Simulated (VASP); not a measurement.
# Hf2S: single point with LDA

Hf2S:

```
Hf S
1.0
     3.31917    0.00000    0.00000
    -1.65958    2.87448    0.00000
     0.00000    0.00000   11.56332
Hf S
4 2
Direct
  0.66667 0.33333 0.89875
  0.33333 0.66667 0.39875
  0.66667 0.33333 0.60125
  0.33333 0.66667 0.10125
  0.00000 0.00000 0.75000
  0.00000 0.00000 0.25000
```

- Program: VASP 6.6.1
- Task: single point
- Functional: LDA
- Potentials or basis: VASP PAW LDA potentials, release 64 (Hf_pv, S)
- Cutoff: 520 eV
- k mesh: 12 × 12 × 4
- Occupations: gaussian, width 0.1 eV
- Spin: no spin polarisation

```json
{
  "Pressure": "0.0 GPa",
  "Largest force": "0.030 eV/Å",
  "Band gap on the k mesh": "zero (band 26 reaches 7.09 eV, above the bottom of band 27 at 6.11 eV)"
}
```

Forces in eV/Å, atoms in the order of the input:
```
Hf   0.000  0.000 -0.030
Hf   0.000  0.000 -0.030
Hf   0.000  0.000  0.030
Hf   0.000  0.000  0.030
S    0.000  0.000  0.000
S    0.000  0.000  0.000
```

Stress tensor (GPa, compression positive):
```
0.01 0.00 0.00
0.00 0.01 0.00
0.00 0.00 0.09
```

Levels at points of the mesh, in eV from the Fermi level:
```tsv
k point	band 24	band 25	band 26	band 27	band 28	band 29
(0.00, 0.00, 0.00)	-0.13	-0.03	0.45	0.45	0.54	0.54
(0.50, 0.00, 0.00)	-1.26	-1.10	-0.63	-0.53	0.87	1.04
(0.00, 0.00, 0.50)	-1.10	0.38	0.38	0.38	0.38	1.46
(0.50, 0.00, 0.50)	-1.74	-0.84	-0.84	0.33	0.33	1.48
```

It took 4.7 min on 1 thread of Intel Xeon 6975P-C, with other jobs on the host, peak memory 0.32 GiB.

Caveat: spin-orbit coupling is left out, which moves the levels of the heavy elements.
